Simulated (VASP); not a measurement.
Here is a VASP 6.6.1 calculation.

INCAR

```
PREC = Accurate
ENCUT = 520
EDIFF = 1E-6
ISMEAR = 0
SIGMA = 0.1
LREAL = False
LASPH = True
NELM = 80
ALGO = Fast
ISIF = 2
LWAVE = False
LCHARG = False
GGA = PE
NBANDS = 35
```

Contents of KPOINTS:

```
Automatic mesh
0
Gamma
  8 8 10
```

Contents of POSCAR:

```
PbO2
1.0
    5.0826194040      0.0000000000      0.0000000000
    0.0000000000      5.0826194040      0.0000000000
    0.0000000000      0.0000000000      3.4422956802
Pb O
2 4
Direct
    0.0000000000      0.0000000000      0.0000000000
    0.5000000000      0.5000000000      0.5000000000
    0.3080033110      0.3080033110      0.0000000000
    0.8080033110      0.1919966890      0.5000000000
    0.1919966890      0.8080033110      0.5000000000
    0.6919966890      0.6919966890      0.0000000000
```

Potentials or basis: VASP PAW PBE potentials, release 64 (Pb_d, O).

Run with:

```sh
$ cat potpaw_PBE.64/Pb_d/POTCAR potpaw_PBE.64/O/POTCAR > POTCAR
$ mpirun -np 1 vasp_std > vasp.out
```

(1) Predict the band gap on the k mesh.

(2) Estimate the pressure.

Results:

(1) 0.01 eV.

(2) 0.2 GPa.

Caveat: the smearing spreads over this small gap; spin-orbit coupling is left out, which moves the levels of the heavy elements.
